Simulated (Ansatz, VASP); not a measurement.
## Two plane-wave programs on BN

```
CELL_PARAMETERS angstrom
0.00000 1.83441 1.83441
1.83441 0.00000 1.83441
1.88455 1.88455 -0.05014
ATOMIC_POSITIONS crystal
B 0.00000 0.00000 0.00000
N 0.75000 0.75000 0.75000
```

Alike in both runs: task single point; functional PBE; k mesh 12 × 12 × 12; occupations gaussian, width 0.05 eV; no spin polarisation.

|  | VASP | Ansatz |
| --- | --- | --- |
| version | VASP 6.6.1 | Ansatz 0.2.0 |
| potentials or method | VASP PAW PBE potentials, release 64 (B, N), cutoff 600 eV | scalar-relativistic, plane waves, PAW |
| valence electrons in the cell | 8 | 8 |

Ansatz gave:

| Property | Result |
| --- | --- |
| gap on the k mesh at the Fermi level (eV) | 4.28 |
| least direct gap on the mesh (eV) | 7.27 |
| pressure (GPa) | -24.1 |
| traceless stress, the component that is largest in VASP (GPa) | -9.48 |
| rms of the force components (eV/Å) | 0.096 |

Q: What did VASP give for the same quantities?

A: gap on the k mesh at the Fermi level (eV): 4.27; least direct gap on the mesh (eV): 7.27; pressure (GPa): -24.2; traceless stress, the component that is largest in VASP (GPa): -9.54; rms of the force components (eV/Å): 0.091.

Atom by atom the forces differ by 0.005 eV/Å (rms over components). The functional is the same, so the differences come from potentials, cutoffs and numerics.
